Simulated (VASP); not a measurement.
# CdS (Hawleyite) (F-43m) in VASP: further runs, part 2 of 2

VASP 6.6.1. The steps go on from the part before.

**3. Single point, PBE (volume scaled by 1.02, then relaxed in part)**

Input file INCAR:

```
PREC = Accurate
ENCUT = 520
EDIFF = 1E-6
ISMEAR = -1
SIGMA = 0.02
LREAL = False
LASPH = True
NELM = 80
ALGO = Normal
ISIF = 2
LWAVE = False
LCHARG = False
GGA = PE
NBANDS = 16
```

Input file KPOINTS:

```
regular mesh
0
Gamma
  13 13 13
```

Input file POSCAR:

```
CdS
1.0
    0.0000000000      2.9358151324      2.9358151324
    2.9358151324      0.0000000000      2.9358151324
    2.9358151324      2.9358151324      0.0000000000
Cd S
1 1
Direct
    0.0000000000      0.0000000000      0.0000000000
    0.2500000000      0.2500000000      0.2500000000
```

Potentials or basis: VASP PAW PBE potentials, release 64 (Cd, S).

Run with:

```sh
> cat potpaw_PBE.64/Cd/POTCAR potpaw_PBE.64/S/POTCAR > POTCAR
> mpirun -np 1 vasp_std > vasp.out
```

OUTCAR:

```text
PREC = Accurate
   ENCUT = 520
   EDIFF = 1E-6
   ISMEAR = -1
   LREAL = False
   LASPH = True
   NELM = 80
   ISIF = 2
   GGA = PE

 ion  position               nearest neighbor table
   1  0.000  0.000  0.000-   2 2.54   2 2.54   2 2.54   2 2.54
   2  0.250  0.250  0.250-   1 2.54   1 2.54   1 2.54   1 2.54

  LATTYP: Found a face centered cubic cell.
 ALAT       =     5.8716302648

  Lattice vectors:

 A1 = (   0.0000000000,   2.9358151324,   2.9358151324)
 A2 = (   2.9358151324,   0.0000000000,   2.9358151324)
 A3 = (   2.9358151324,   2.9358151324,   0.0000000000)

Analysis of symmetry for initial positions (statically):
=====================================================================
 Subroutine PRICEL returns:
 Original cell was already a primitive cell.

 Routine SETGRP: Setting up the symmetry group for a
 face centered cubic supercell.

 Subroutine GETGRP returns: Found 24 space group operations
 (whereof 24 operations were pure point group operations)
 out of a pool of 48 trial point group operations.

The static configuration has the point symmetry T_d .

Analysis of symmetry for dynamics (positions and initial velocities):
=====================================================================
 Subroutine PRICEL returns:
 Original cell was already a primitive cell.

 Routine SETGRP: Setting up the symmetry group for a
 face centered cubic supercell.

 Subroutine GETGRP returns: Found 24 space group operations
 (whereof 24 operations were pure point group operations)
 out of a pool of 48 trial point group operations.

The dynamic configuration has the point symmetry T_d .

 Subroutine INISYM returns: Found 24 space group operations
 (whereof 24 operations are pure point group operations),
 and found     1 'primitive' translations

[... 105 lines left out ...]
   NELECT =      18.0000    total number of electrons
   NUPDOWN=      -1.0000    fix difference up-down
   EMIN   =  10.00;   EMAX   =-10.00  energy-range for DOS
   EFERMI =   0.00;   METHOD = LEGACY
   ISMEAR =    -1;   SIGMA  =   0.02  broadening in eV -4-tet -1-fermi 0-gaus
   EFERMI_NEDOS =   21; number of points for ismear=-14 and -15
   IALGO  =     38    algorithm
   IMIX   =      4    mixing-type and parameters
     AMIX     =   0.40;   BMIX     =  1.00
     AMIX_MAG =   1.60;   BMIX_MAG =  1.00
  volume/ion in A,a.u.               =      25.30       170.76
  Fermi-wavevector in a.u.,A,eV,Ry     =   1.159917  2.191926 18.305384  1.345408
  Thomas-Fermi vector in A             =   2.296505
   LORBIT       =      0    0 simple, 1 ext, 2 COOP (PROOUT), +10 PAW based schemes
   GGA     = PE    functional components
   LHFCALC =     F    Hartree Fock is set to
   AEXX    =    0.0000 exact exchange contribution
   IVDW    =     0    specifies the selected vdW correction
   LEPSILON=     F    determine dielectric tensor
   LRPA    =     F    only Hartree local field effects (RPA)
 non-spin polarized calculation
  energy-cutoff  :      520.00
  volume of cell :       50.61
 maximum number of plane-waves:      1381
   NGX = 15   NGY = 15   NGZ = 15

 number of electron      18.0000005 magnetization

 Free energy of the ion-electron system (eV)
  ---------------------------------------------------
  ext. energy  EPLUGINS =         0.00000000
  ---------------------------------------------------
  free energy    TOTEN  =        -6.13755767 eV

  energy without entropy =       -6.13755767  energy(sigma->0) =       -6.13755767

 E-fermi :   1.5912     XC(G=0):  -9.0574

 val. band max:        1.1460295536   @ k =   0.0000   0.0000   0.0000
 cond. band min:       2.2522929591   @ k =   0.0000   0.0000   0.0000
 fundamental gap:      1.1062634056
 Fermi energy:         1.5911750145

 k-point     1 :       0.0000    0.0000    0.0000
  band No.  band energies     occupation
      1     -11.1041      2.00000
      2      -6.5118      2.00000
      3      -6.5118      2.00000
      4      -6.5118      2.00000
      5      -6.0586      2.00000
      6      -6.0586      2.00000
[... 433 lines left out ...]
      3      -6.3512      2.00000
      4      -6.0950      2.00000
      5      -6.0149      2.00000
      6      -5.7587      2.00000
[... 8 lines left out ...]
     15      13.7459      0.00000
     16      13.7501      0.00000

 [... further k-points ...]
[... 5 lines left out ...]
  --------------------------------------------------------------------------------------
  -------------------------------------------------------------------------------------
  Total        0.6071974      0.6071974      0.6071974      0.0000000      0.0000000     -0.0000000
  in kB       19.2231427     19.2231427     19.2231427      0.0000000      0.0000000     -0.0000000
  external PRESSURE =      19.2231427 kB  Pullay stress =       0.0000000 kB

 VOLUME and BASIS-vectors are now :
 -----------------------------------------------------------------------------
  energy-cutoff  :      520.00
  volume of cell :       50.61
      direct lattice vectors                 reciprocal lattice vectors
     0.000000000  2.935815132  2.935815132    -0.170310451  0.170310451  0.170310451
     2.935815132  0.000000000  2.935815132     0.170310451 -0.170310451  0.170310451
     2.935815132  2.935815132  0.000000000     0.170310451  0.170310451 -0.170310451

 POSITION                                       TOTAL-FORCE (eV/Angst)
 -----------------------------------------------------------------------------------
      0.00000      0.00000      0.00000        -0.000000     -0.000000     -0.000000
      1.46791      1.46791      1.46791         0.000000      0.000000      0.000000
 -----------------------------------------------------------------------------------
    total drift:                               -0.000000     -0.000000     -0.000000

  FREE ENERGIE OF THE ION-ELECTRON SYSTEM (eV)
  ---------------------------------------------------
  free  energy   TOTEN  =        -6.1375576684 eV

  energy  without entropy=       -6.1375576684  energy(sigma->0) =       -6.13755767
```

OSZICAR:

```text
N       E                     dE             d eps       ncg     rms          rms(c)
DAV:   1     0.108124253218E+03    0.10812E+03   -0.90757E+03  2776   0.103E+03
DAV:   2    -0.245929275176E+01   -0.11058E+03   -0.10418E+03  3288   0.253E+02
DAV:   3    -0.665818367110E+01   -0.41989E+01   -0.41908E+01  3352   0.513E+01
DAV:   4    -0.668428807592E+01   -0.26104E-01   -0.26103E-01  3432   0.394E+00
DAV:   5    -0.668464414251E+01   -0.35607E-03   -0.35606E-03  3352   0.435E-01    0.778E+00
DAV:   6    -0.615576963322E+01    0.52887E+00   -0.84655E-01  4104   0.114E+01    0.630E+00
DAV:   7    -0.613714704557E+01    0.18623E-01   -0.19233E-01  3480   0.300E+00    0.309E+00
DAV:   8    -0.613741339650E+01   -0.26635E-03   -0.17272E-02  3216   0.165E+00    0.293E-01
DAV:   9    -0.613734886844E+01    0.64528E-04   -0.19861E-03  3368   0.648E-01    0.589E-02
DAV:  10    -0.613748004212E+01   -0.13117E-03   -0.24202E-04  3360   0.153E-01    0.684E-02
DAV:  11    -0.613756479101E+01   -0.84749E-04   -0.13742E-04  3328   0.908E-02    0.244E-02
DAV:  12    -0.613755671594E+01    0.80751E-05   -0.24155E-05  3520   0.623E-02    0.992E-03
DAV:  13    -0.613755793429E+01   -0.12184E-05   -0.37542E-06  3304   0.114E-02    0.902E-03
DAV:  14    -0.613755766839E+01    0.26590E-06   -0.25636E-07  2744   0.315E-03
   1 F= -.61375577E+01 E0= -.61375577E+01  d E =-.488457E-12
```

stdout:

```text
POSCAR found type information on POSCAR CdS
 POSCAR found :  2 types and       2 ions
 scaLAPACK will be used
 LDA part: xc-table for (Slater+PW92), standard interpolation
 POSCAR, INCAR and KPOINTS ok, starting setup
 FFT: planning ... GRIDC
 FFT: planning ... GRID_SOFT
 FFT: planning ... GRID
 WAVECAR not read
 entering main loop
```

It took 26 s on 1 thread of Intel Xeon 6975P-C (Granite Rapids), shared host; peak memory 0.21 GiB.

What came out:

| Item | Value |
| --- | --- |
| Free energy | -6.1376 eV |
| Pressure | 1.9 GPa |
| Band gap on the k mesh | 1.11 eV, direct |

Levels at points of the mesh, in eV from the valence-band top:
| k point | band 5 | band 6 | band 7 | band 8 | band 9 | band 10 | band 11 | band 12 | band 13 | band 14 |
| --- | --- | --- | --- | --- | --- | --- | --- | --- | --- | --- |
| (0.00, 0.00, 0.00) | -7.20 | -7.20 | 0.00 | 0.00 | 0.00 | 1.11 | 6.55 | 6.55 | 6.55 | 11.33 |
